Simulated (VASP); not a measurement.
The system is GaAs.

```
Ga As
1.0
     3.68406    0.00000    0.00000
     0.00000    3.68406    0.00000
     0.00000    0.00000    3.02942
Ga As
1 1
Cartesian
  1.8420 1.8420 1.5147
  0.0000 0.0000 1.5147
```

* Program: VASP 6.6.1
* Task: relaxation of cell and atoms
* Functional: PBE
* Potentials or basis: VASP PAW PBE potentials, release 64 (Ga_d, As)
* Cutoff: 600 eV
* k mesh: 6 × 6 × 6
* Occupations: gaussian, width 0.1 eV
* Spin: no spin polarisation

At the start: pressure 1.0 GPa; volume 20.56 Å³/atom.

Q: How do energy, volume and symmetry change on relaxing?

A: Over 10 steps the energy falls by 142.6 meV/atom and the volume is 19.85 Å³/atom (-3.4 %); space group P4/mmm (No. 123, to 0.05 Å).

Step by step:
| step | energy change (eV) | largest force (eV/Å) | pressure (GPa) | volume (Å³) |
| --- | --- | --- | --- | --- |
| 1 | 0.0000 | 0.0000 | 1.00 | 41.12 |
| 2 | -0.2136 | 0.0000 | -2.50 | 41.76 |
| 3 | -0.2477 | 0.0000 | -2.93 | 41.92 |
| 4 | -0.2544 | 0.0000 | -2.78 | 42.16 |
| 5 | -0.2618 | 0.0000 | -3.03 | 42.07 |
| 6 | -0.2616 | 0.0000 | -3.07 | 42.05 |
| 7 | -0.2777 | 0.0000 | 0.80 | 39.50 |
| 8 | -0.2814 | 0.0000 | -0.52 | 40.23 |
| 9 | -0.2847 | 0.0000 | -0.23 | 39.92 |
| 10 | -0.2853 | 0.0000 | 0.05 | 39.70 |

Final structure:
```yaml
crystal:
  lattice:
    - [3.83650, 0.00000, 0.00000]
    - [0.00000, 3.83650, 0.00000]
    - [0.00000, 0.00000, 2.69739]
  atoms:
    - { symbol: Ga, position: [0.50000, 0.50000, 0.50000] }
    - { symbol: As, position: [0.00000, 0.00000, 0.50000] }
```
